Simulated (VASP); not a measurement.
NiSb, 4 atoms in the cell. It takes space group P6_3/mmc (No. 194, hexagonal). The conventional cell has a = 3.954 Å, b = 3.954 Å, c = 5.127 Å, α = 90.00°, β = 90.00°, γ = 120.00°. Ni (site symmetry -3m) has 2 Ni at 2.56 Å and 6 Sb at 2.62 Å within 3.4 Å. Sb (site symmetry -6m2) has 6 Ni at 2.62 Å and 6 Sb at 3.43 Å within 3.5 Å. 

```yaml
Program: VASP 6.6.1
Task: single point
Functional: PBE
Potentials_or_basis: VASP PAW PBE potentials, release 64 (Ni, Sb)
Cutoff: 520 eV
k_mesh: 12 × 12 × 8
Occupations: gaussian, width 0.1 eV
Spin: no spin polarisation
Dipole_correction: no
Further_INCAR_settings: ALGO = Normal; EDIFF = 1e-06; NBANDS = 23
```

Potentials or basis: VASP PAW PBE potentials, release 64 (Ni, Sb).

Run with:

```sh
$ cat potpaw_PBE.64/Ni/POTCAR potpaw_PBE.64/Sb/POTCAR > POTCAR
$ mpirun -np 1 vasp_std > vasp.out
```

Hardware: 1 thread of Intel(R) Xeon(R) Platinum 8259CL CPU @ 2.50GHz (Skylake/Cascade Lake), with other jobs on the host.

Q: How long does it take, and how much memory?

A: Run time: 2.3 min on 1 thread of Intel(R) Xeon(R) Platinum 8259CL CPU @ 2.50GHz (Skylake/Cascade Lake), on a shared host, peak memory 0.27 GiB. Counts: scf iterations 15, k points 95.
